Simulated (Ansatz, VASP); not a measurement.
# One calculation of NaF, two programs

POSCAR

```
NaF
1.0
    0.0000000000      2.3802865178      2.3802865178
    2.3802865178      0.0000000000      2.3802865178
    2.3802865178      2.3802865178      0.0000000000
Na F
1 1
Direct
    0.0000000000      0.0000000000      0.0000000000
    0.5000000000      0.5000000000      0.5000000000
```

Contents of INCAR.step1:

```
ALGO = Normal
EDIFF = 1E-4
ENCUT = 600
GGA = PE
ISMEAR = -1
LASPH = True
LCHARG = False
LREAL = False
LWAVE = True
NELM = 100
PREC = Accurate
SIGMA = 0.02
```

INCAR.step2

```
ALGO = Normal
EDIFF = 1E-6
EDIFFG = -0.005
ENCUT = 600
IBRION = 2
ISIF = 3
ISMEAR = -1
ISTART = 1
LASPH = True
LCHARG = False
LMIXTAU = True
LREAL = False
LWAVE = False
METAGGA = R2SCAN
NELM = 100
NSW = 100
PREC = Accurate
SIGMA = 0.02
```

Contents of KPOINTS:

```
k-points
0
Gamma
  9 9 9
```

Input for Ansatz:

```yaml
crystal:
  lattice:
    - [0.0, 2.3802865178, 2.3802865178]
    - [2.3802865178, 0.0, 2.3802865178]
    - [2.3802865178, 2.3802865178, 0.0]
  atoms:
    - { symbol: Na, position: [0.0, 0.0, 0.0] }
    - { symbol: F, position: [0.5, 0.5, 0.5] }
kpoints:
  mp_grid: { grid: [9, 9, 9] }
scf:
  occupations: { method: fermi_dirac, width: 0.02 }
hamiltonian:
  xc: r2scan
  pseudopotentials: { kind: paw }
output:
  forces: true
  stress: true
  efg: { contact_densities: true }
relax:
  f_tol: 0.005
  max_steps: 80
  cell: {}
```

Alike in both runs: task relaxation of cell and atoms; functional r2SCAN; k mesh 9 × 9 × 9; occupations fermi-dirac, width 0.02 eV; no spin polarisation.

|  | VASP | Ansatz |
| --- | --- | --- |
| version | VASP 6.6.1 | Ansatz 0.2.0 |
| potentials or method | VASP PAW PBE potentials, release 64 (Na_pv, F) | PAW with Ansatz's default frozen-core files, scalar-relativistic |
| plane-wave cutoff (eV) | 600 | 500 |
| valence electrons in the cell | 14 | 16 |

Ansatz gave:

| Item | Value |
| --- | --- |
| relaxed volume (Å³/atom) | 12.12 |
| relaxed cell length with the largest relative difference (Å) | 3.248 |

Problem. Estimate VASP's values.

Solution. Relaxed volume (Å³/atom): 11.93; relaxed cell length with the largest relative difference (Å): 3.231.

VASP's potentials were made for PBE, not for r2SCAN. VASP's potentials hold 14 valence electrons a cell and Ansatz's 16, so a difference there can come from the potentials and not from the codes.
